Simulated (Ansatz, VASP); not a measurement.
# Rh4C3 in VASP and in Ansatz

INCAR

```
SYSTEM = Rh4C3
ALGO = Normal
EDIFF = 1E-7
ENCUT = 520
GGA = PE
ISIF = 2
ISMEAR = 0
ISYM = 0
LASPH = .TRUE.
LCHARG = .FALSE.
LREAL = .FALSE.
LWAVE = .FALSE.
NBANDS = 45
NELM = 60
PREC = Accurate
SIGMA = 0.0262
```

Contents of KPOINTS:

```
k-points
0
G
  6 6 6
  0 0 0
```

POSCAR

```
Rh4C3
1.0
    3.2239530000      0.0000000000      0.0000000000
   -1.6119760000      2.7920260000      0.0000000000
   -1.6119760000      0.9306750000      8.0639200000
Rh C
4 3
Direct
    0.1280000000      0.8720000000      0.3840000000
    0.8720000000      0.1280000000      0.6160000000
    0.2930000000      0.7070000000      0.8790000000
    0.7070000000      0.2930000000      0.1210000000
    0.2170000000      0.7830000000      0.6510000000
    0.7830000000      0.2170000000      0.3490000000
    0.0000000000      0.0000000000      0.0000000000
```

Input for Ansatz:

```yaml
crystal:
  lattice:
    - [3.223953, 0.0, 0.0]
    - [-1.611976, 2.792026, 0.0]
    - [-1.611976, 0.930675, 8.06392]
  atoms:
    - { symbol: Rh, position: [0.128, 0.872, 0.384] }
    - { symbol: Rh, position: [0.872, 0.128, 0.616] }
    - { symbol: C, position: [0.217, 0.783, 0.651] }
    - { symbol: C, position: [0.783, 0.217, 0.349] }
    - { symbol: Rh, position: [0.293, 0.707, 0.879] }
    - { symbol: Rh, position: [0.707, 0.293, 0.121] }
    - { symbol: C, position: [0.0, 0.0, 0.0] }
  symmetry: { detect: false }
kpoints:
  mp_grid: { grid: [6, 6, 6], shift: [0, 0, 0] }
magnetization:
  spin_polarized: false
scf:
  occupations: { method: gaussian, width: 0.0262 }
hamiltonian:
  pseudopotentials: { kind: paw }
  xc: pbe
basis:
  ecutwfc: "550 eV"
output:
  forces: true
  stress: true
  eigenvalues: true
```

Alike in both runs: task single point; functional PBE; k mesh 6 × 6 × 6; occupations gaussian, width 0.0262 eV; no spin polarisation.

|  | VASP | Ansatz |
| --- | --- | --- |
| version | VASP 6.6.1 | Ansatz 0.2.0 |
| potentials or method | VASP PAW PBE potentials, release 64 (Rh_pv, C), cutoff 520 eV | PAW plane waves |
| valence electrons in the cell | 72 | 80 |

VASP gave:

```
gap on the k mesh at the Fermi level (eV) : none
rms of the force components (eV/Å)        : 0.544
```

Problem. Which values does Ansatz return?

Solution. gap on the k mesh at the Fermi level (eV): none; rms of the force components (eV/Å): 0.526.

A gap of «none» marks a metal or a gap that the smearing closes. VASP's potentials hold 72 valence electrons a cell and Ansatz's 80, so a difference there can come from the potentials and not from the codes.

The k mesh is coarse, so the values compare programs but aren't converged.
